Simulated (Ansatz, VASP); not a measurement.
**ZrNb2B4: VASP beside Ansatz**

```
Zr Nb B
1.0
    -1.58948    1.69305    7.12920
     1.58948   -1.69305    7.12920
     1.58948    1.69305   -7.12920
Zr Nb B
1 2 4
Cartesian
  1.5895 0.0000 0.0000
  0.0000 0.0000 11.6065
  0.0000 0.0000 2.6519
  0.0000 1.6931 0.9380
  1.5895 0.0000 6.1912
  0.0000 0.0000 9.0350
  0.0000 0.0000 5.2234
```

Alike in both runs: functional PBE; k mesh 7 × 7 × 7; occupations gaussian, width 0.2 eV; no spin polarisation.

Ansatz relaxed the structure, and its values are those at the end. VASP's run is a single point on that final structure, the one shown.

|  | VASP | Ansatz |
| --- | --- | --- |
| version | VASP 6.6.1 | Ansatz 0.2.0 |
| potentials or method | VASP PAW PBE potentials, release 64 (Zr_sv, Nb_sv, B), cutoff 500 eV | scalar-relativistic, plane waves, PAW |
| valence electrons in the cell | 50 | 50 |

|  | VASP | Ansatz | Ansatz less VASP |
| --- | --- | --- | --- |
| gap on the k mesh at the Fermi level (eV) | none | none | - |
| pressure (GPa) | -0.4 | -0.2 | +0.16 |
| rms of the force components (eV/Å) | 0.018 | 0.013 | -0.0050 |

A gap of «none» marks a metal or a gap that the smearing closes. The functional is the same, so the differences come from potentials, cutoffs and numerics.

The k mesh is coarse, so the values compare programs but aren't converged.
